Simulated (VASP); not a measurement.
Set up this calculation in VASP 6.6.1, as the native input.

```yaml
Task: single point
Functional: r2SCAN
Potentials_or_basis: VASP PAW PBE potentials, release 64 (Sn_d)
Cutoff: 520 eV
k_mesh: 6 × 6 × 6
Occupations: fermi-dirac, width 0.02 eV
Spin: no spin polarisation
Dipole_correction: no
Further_INCAR_settings: ALGO = Normal; EDIFF = 1e-07; NBANDS = 21
```

Sn:

```
Sn
1.0
    -0.03958    3.28446    3.28446
     3.28446   -0.03958    3.28446
     3.24488    3.24488    0.00000
Sn
2
Direct
  0.99785 0.99785 0.00215
  0.25215 0.25215 0.24785
```

This cell differs from its parent crystal: shear xy strain -2.4%.

The input as run:

POSCAR

```
Sn
1.0
   -0.0395777403      3.2844597792      3.2844597792
    3.2844597792     -0.0395777403      3.2844597792
    3.2448820388      3.2448820388      0.0000000000
Sn
2
Direct
   -0.0021523208     -0.0021523208      0.0021523208
    0.2521523208      0.2521523208      0.2478476792
```

INCAR.step1

```
ALGO     = Normal         # electronic algorithm
EDIFF    = 1E-4           # SCF threshold, eV
ENCUT    = 520            # plane-wave cutoff, eV
GGA      = PE             # functional
ISMEAR   = -1             # smearing method
LASPH    = True           # aspherical terms in the spheres
LCHARG   = False          # write CHGCAR
LREAL    = False          # projectors in reciprocal space
LWAVE    = True           # write WAVECAR
NBANDS   = 21             # bands
NELM     = 60             # most SCF steps
PREC     = Accurate       # precision mode
SIGMA    = 0.02           # smearing width, eV
```

INCAR.step2

```
ALGO     = Normal         # electronic algorithm
EDIFF    = 1E-7           # SCF threshold, eV
ENCUT    = 520            # plane-wave cutoff, eV
ISIF     = 2              # what is computed and relaxed
ISMEAR   = -1             # smearing method
ISTART   = 1            
LASPH    = True           # aspherical terms in the spheres
LCHARG   = True           # write CHGCAR
LELF     = True           # ELF
LMIXTAU  = True         
LREAL    = False          # projectors in reciprocal space
LVHAR    = True         
LWAVE    = False          # write WAVECAR
METAGGA  = R2SCAN         # meta-GGA
NBANDS   = 21             # bands
NELM     = 60             # most SCF steps
PREC     = Accurate       # precision mode
SIGMA    = 0.02           # smearing width, eV
```

KPOINTS

```
k-points
0
Gamma
  6 6 6
```

Potentials or basis: VASP PAW PBE potentials, release 64 (Sn_d).

Run with:

```bash
$ cat potpaw_PBE.64/Sn_d/POTCAR > POTCAR
$ cp INCAR.step1 INCAR
$ mpirun -np 1 vasp_std > vasp.out
$ cp INCAR.step2 INCAR
$ mpirun -np 1 vasp_std > vasp.out
```

It gave:

| Item | Value |
| --- | --- |
| Pressure | 0.0 GPa |
| Band gap on the k mesh | zero (band 14 reaches 5.20 eV, above the bottom of band 15 at 5.15 eV) |

Caveat: the cell differs from its parent crystal (shear xy strain -2.4%); the PAW data sets were made with another functional, which shifts forces and pressure a little; spin-orbit coupling is left out, which moves the levels of the heavy elements.

It took 2.8 min on 1 thread of AMD EPYC 9R45 96-Core Processor (Zen 5) (shared host), peak memory 0.21 GiB.
